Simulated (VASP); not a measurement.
# Be2Co (Fmmm) in VASP: single point with PBE

Aim: the single point of Be2Co with PBE.

Program: VASP 6.6.1. These are calculated values, not measurements. Logs are shortened: lines on timing, memory, paths and dates and some standing lists are left out, and cuts for length are marked.

### Step 1. The cell of the first run

It takes space group Fmmm (No. 69, orthorhombic). Conventional cell: a = 2.721 Å, b = 3.902 Å, c = 10.840 Å, α = 90.00°, β = 90.00°, γ = 90.00°. Within 3.0 Å of Be (site symmetry mm2) lie 4 Co at 2.24 to 2.64 Å and 10 Be at 2.31 to 2.72 Å. Co (site symmetry mmm) has 8 Be at 2.24 to 2.64 Å and 6 Co at 2.38 to 2.72 Å within 3.0 Å.

### Step 2. Single point, PBE, collinear spin, ferromagnetic start

Input file POSCAR:

```
Be2Co
1.0
    0.0000000000      1.9509646757      5.4199772778
    1.3604404252      0.0000000000      5.4199772778
    1.3604404252      1.9509646757      0.0000000000
Be Co
2 1
Direct
    0.3360580000      0.3360580000      0.6639420000
    0.6639420000      0.6639420000      0.3360580000
    0.0000000000      0.0000000000      0.0000000000
```

Input file INCAR.step1:

```
SYSTEM = Be2Co
ALGO = Normal
EDIFF = 1E-6
ENCUT = 510
GGA = PE
GGA_COMPAT = .False.
ISIF = 2
ISMEAR = 0
ISPIN = 2
LASPH = .True.
LCHARG = .True.
LMAXMIX = 4
LORBIT = 11
LREAL = .False.
LWAVE = .False.
MAGMOM = 0 0 1.19
NBANDS = 22
NEDOS = 2001
NELM = 200
PREC = Accurate
SIGMA = 0.1
```

Input file KPOINTS.step1:

```
k-points
0
Gamma
  3 3 3
  0 0 0
```

Input file INCAR.step2:

```
SYSTEM = Be2Co
ALGO = Normal
EDIFF = 1E-6
ENCUT = 510
GGA = PE
GGA_COMPAT = .False.
ICHARG = 11
ISIF = 2
ISMEAR = -5
ISPIN = 2
LASPH = .True.
LCHARG = .False.
LMAXMIX = 4
LORBIT = 11
LREAL = .False.
LWAVE = .False.
MAGMOM = 0 0 1.19
NEDOS = 1001
NELM = 200
PREC = Accurate
SIGMA = 0.1
```

Input file KPOINTS.step2:

```
k-points
0
Gamma
  5 5 5
  0 0 0
```

Potentials or basis: VASP PAW PBE potentials, release 64 (Be, Co_sv).

Run with:

```bash
$ cat potpaw_PBE.64/Be/POTCAR potpaw_PBE.64/Co_sv/POTCAR > POTCAR
$ cp INCAR.step1 INCAR
$ cp KPOINTS.step1 KPOINTS
$ mpirun -np 1 vasp_std > vasp.out
$ cp INCAR.step2 INCAR
$ cp KPOINTS.step2 KPOINTS
$ mpirun -np 1 vasp_std > vasp.out
```

OUTCAR:

```text
SYSTEM = Be2Co
   EDIFF = 1E-6
   ENCUT = 510
   GGA = PE
   ICHARG = 11
   ISIF = 2
   ISMEAR = -5
   ISPIN = 2
   LASPH = .True.
   LORBIT = 11
   LREAL = .False.
   NELM = 200
   PREC = Accurate

 ion  position               nearest neighbor table
   1  0.336  0.336  0.664-   3 2.24   3 2.24   2 2.31   2 2.31
   2  0.664  0.664  0.336-   3 2.24   3 2.24   1 2.31   1 2.31
   3  0.000  0.000  0.000-   2 2.24   2 2.24   1 2.24   1 2.24

  LATTYP: Found a face centered orthorhombic cell.
 ALAT       =     2.7208808504
 B/A-ratio  =     1.4340684381
 C/A-ratio  =     3.9839872275

  Lattice vectors:

 A1 = (   0.0000000000,   1.9509646757,   5.4199772778)
 A2 = (   1.3604404252,   0.0000000000,   5.4199772778)
 A3 = (   1.3604404252,   1.9509646757,   0.0000000000)

Analysis of symmetry for initial positions (statically):
=====================================================================
 Subroutine PRICEL returns:
 Original cell was already a primitive cell.

 Routine SETGRP: Setting up the symmetry group for a
 face centered orthorhombic supercell.

 Subroutine GETGRP returns: Found  8 space group operations
 (whereof  8 operations were pure point group operations)
 out of a pool of  8 trial point group operations.

The static configuration has the point symmetry D_2h.

Analysis of symmetry for dynamics (positions and initial velocities):
=====================================================================
 Subroutine PRICEL returns:
 Original cell was already a primitive cell.

 Routine SETGRP: Setting up the symmetry group for a
 face centered orthorhombic supercell.

 Subroutine GETGRP returns: Found  8 space group operations
 (whereof  8 operations were pure point group operations)
 out of a pool of  8 trial point group operations.

The dynamic configuration has the point symmetry D_2h.

Analysis of structural, dynamic, and magnetic symmetry:
=====================================================================
 Subroutine PRICEL returns:
 Original cell was already a primitive cell.

 Routine SETGRP: Setting up the symmetry group for a
 face centered orthorhombic supercell.

 Subroutine GETGRP returns: Found  8 space group operations
 (whereof  8 operations were pure point group operations)
 out of a pool of  8 trial point group operations.

The overall configuration has the point symmetry D_2h.

 Subroutine INISYM returns: Found  8 space group operations
 (whereof  8 operations are pure point group operations),
 and found     1 'primitive' translations

----------------------------------------------------------------------------------------

[... 151 lines left out ...]

 k-point     1 :       0.0000    0.0000    0.0000
  band No.  band energies     occupation
      1     -87.9401      1.00000
      2     -51.2266      1.00000
      3     -51.0548      1.00000
      4     -50.9410      1.00000
      5      -1.7551      1.00000
      6       1.8762      1.00000
      7       2.8780      1.00000
      8       4.6610      1.00000
      9       5.3490      1.00000
     10       6.3644      1.00000
     11       6.7063      1.00000
     12       6.7406      1.00000
     13      16.7068      0.00000
     14      18.9353      0.00000
[... 403 lines left out ...]
      4     -50.8908      1.00000
      5       2.8412      1.00000
      6       3.3756      1.00000
      7       4.4090      1.00000
      8       5.9117      1.00000
      9       6.3958      1.00000
     10       7.3489      1.00000
     11       7.8426      0.62609
     12      10.9112     -0.01359
     13      11.9562      0.00000
     14      13.8649      0.00000
     15      14.4012      0.00000

 [... further k-points ...]

 spin component 2

 k-point     1 :       0.0000    0.0000    0.0000
  band No.  band energies     occupation
      1     -86.1983      1.00000
      2     -49.4697      1.00000
      3     -49.3269      1.00000
      4     -49.3213      1.00000
      5      -1.7464      1.00000
      6       2.0605      1.00000
      7       2.7912      1.00000
      8       6.0891      1.00000
      9       6.2559      1.00000
     10       7.8695      1.00000
     11       8.1105      0.17247
     12       8.6667      0.00000
     13      16.6840      0.00000
     14      19.2262      0.00000
[... 403 lines left out ...]
      4     -49.4164      1.00000
      5       3.1456      1.00000
      6       4.2207      1.00000
      7       5.3052      1.00000
      8       6.9267      1.00000
      9       7.4643      1.00000
     10       8.3832      0.27732
     11       9.0042     -0.00733
     12      11.3036      0.00000
     13      12.1077      0.00000
     14      13.9115      0.00000
     15      14.4433      0.00000

 [... further k-points ...]

------------------------ aborting loop because EDIFF is reached ----------------------------------------

  FORCE on cell =-STRESS in cart. coord.  units (eV):
  Direction    XX          YY          ZZ          XY          YZ          ZX
  --------------------------------------------------------------------------------------
  -------------------------------------------------------------------------------------
  Total        3.3544281      2.2083211      4.2330090      0.0000000      0.0000000      0.0000000
  in kB      186.7981947    122.9748798    235.7237677      0.0000000      0.0000000      0.0000000
  external PRESSURE =     181.8322807 kB  Pullay stress =       0.0000000 kB

 VOLUME and BASIS-vectors are now :
 -----------------------------------------------------------------------------
  energy-cutoff  :      510.00
  volume of cell :       28.77
      direct lattice vectors                 reciprocal lattice vectors
     0.000000000  1.950964676  5.419977278    -0.367528038  0.256283472  0.092251309
     1.360440425  0.000000000  5.419977278     0.367528038 -0.256283472  0.092251309
     1.360440425  1.950964676  0.000000000     0.367528038  0.256283472 -0.092251309

 POSITION                                       TOTAL-FORCE (eV/Angst)
 -----------------------------------------------------------------------------------
      1.36044      1.95096      3.64285         0.000000      0.000000      0.038133
      1.36044      1.95096      7.19710         0.000000      0.000000     -0.038133
      0.00000      0.00000      0.00000         0.000000      0.000000     -0.000000
 -----------------------------------------------------------------------------------
    total drift:                               -0.000000      0.000000     -0.000000

  FREE ENERGIE OF THE ION-ELECTRON SYSTEM (eV)
  ---------------------------------------------------
  free  energy   TOTEN  =       -14.6538857353 eV

  energy  without entropy=      -14.6538857353  energy(sigma->0) =      -14.65388574

 total charge

# of ion       s       p       d       tot
------------------------------------------
    1        0.392   0.612   0.000   1.004
    2        0.392   0.612   0.000   1.004
    3        2.245   6.128   6.771  15.144
--------------------------------------------------
tot          3.029   7.352   6.771  17.153

 magnetization (x)

# of ion       s       p       d       tot
------------------------------------------
    1       -0.005  -0.018   0.000  -0.023
    2       -0.005  -0.018   0.000  -0.023
    3        0.003  -0.001   1.277   1.280
--------------------------------------------------
tot         -0.007  -0.036   1.277   1.235
```

OUTCAR.step1:

```text
SYSTEM = Be2Co
   EDIFF = 1E-6
   ENCUT = 510
   GGA = PE
   ISIF = 2
   ISMEAR = 0
   ISPIN = 2
   LASPH = .True.
   LORBIT = 11
   LREAL = .False.
[... 639 lines left out ...]

# of ion       s       p       d       tot
------------------------------------------
    1        0.388   0.621   0.000   1.009
    2        0.388   0.621   0.000   1.009
    3        2.255   6.141   6.692  15.088
--------------------------------------------------
tot          3.030   7.384   6.692  17.106

 magnetization (x)

# of ion       s       p       d       tot
------------------------------------------
    1       -0.005  -0.016   0.000  -0.021
    2       -0.005  -0.016   0.000  -0.021
    3        0.006   0.001   1.431   1.438
--------------------------------------------------
tot         -0.004  -0.031   1.431   1.396
```

Wall time 60 s (1 thread of Intel Xeon Platinum 8488C (Sapphire Rapids), shared host); peak memory 0.2 GiB.

Results:

```yaml
Net_moment: 1.38 μB per cell
Site_moments: Be -0.02; Co +1.28 μB
Valence_electrons_inside_the_program's_atomic_spheres: Be 1.00; Co 15.14
```

Caveat: the k points lie up to 0.96 Å⁻¹ apart, too coarse for converged energies, forces and pressures.
